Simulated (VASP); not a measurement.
Input of a VASP 6.6.1 run:

Contents of INCAR:

```
ALGO     = Normal         # electronic algorithm
EDIFF    = 1E-7           # SCF threshold, eV
ENCUT    = 520            # plane-wave cutoff, eV
GGA      = PS             # functional
ISIF     = 2              # what is computed and relaxed
ISMEAR   = 0              # smearing method
LASPH    = T              # aspherical terms in the spheres
LCHARG   = F              # write CHGCAR
LREAL    = F              # projectors in reciprocal space
LWAVE    = F              # write WAVECAR
NBANDS   = 43             # bands
NELM     = 80             # most SCF steps
PREC     = Accurate       # precision mode
SIGMA    = 0.15           # smearing width, eV
```

KPOINTS

```
k-points
0
Gamma
  12 12 6
```

The input POSCAR:

```
Si2W
1.0
    4.5760866017      0.0000000000      0.0000000000
   -2.2880433009      3.9630072470      0.0000000000
    0.0000000000      0.0000000000      6.6033074698
Si W
6 3
Direct
    0.8725743978      0.6723587749      0.4918627775
    0.1274256022      0.7997843772      0.8414705559
    0.6723587749      0.8725743978      0.1748038892
    0.2002156228      0.3276412251      0.5081372225
    0.7997843772      0.1274256022      0.8251961108
    0.3276412251      0.2002156228      0.1585294441
    0.0000000000      0.4957581079      0.1666666667
    0.5042418921      0.5042418921      0.8333333333
    0.4957581079      0.0000000000      0.5000000000
```

Potentials or basis: VASP PAW PBE potentials, release 64 (Si, W_sv).

Launch:

```bash
$ cat potpaw_PBE.64/Si/POTCAR potpaw_PBE.64/W_sv/POTCAR > POTCAR
$ mpirun -np 1 vasp_std > vasp.out
```

Q: What does it give for the pressure?

A: 4.6 GPa.

Q: Predict the band gap on the k mesh.

A: 0.18 eV (least direct gap 0.80 eV).

Q: What does it give for the largest force?

A: 1.618 eV/Å.

Stress tensor (GPa, compression positive):
```
4.76 0.00 0.00
0.00 4.76 0.00
0.00 0.00 4.29
```

Caveat: the cell differs from its parent crystal (atoms displaced along a vibrational mode); the cell stands under pressure; the PAW data sets were made with another functional, which shifts forces and pressure a little; spin-orbit coupling is left out, which moves the levels of the heavy elements. A k mesh can miss the band edges.
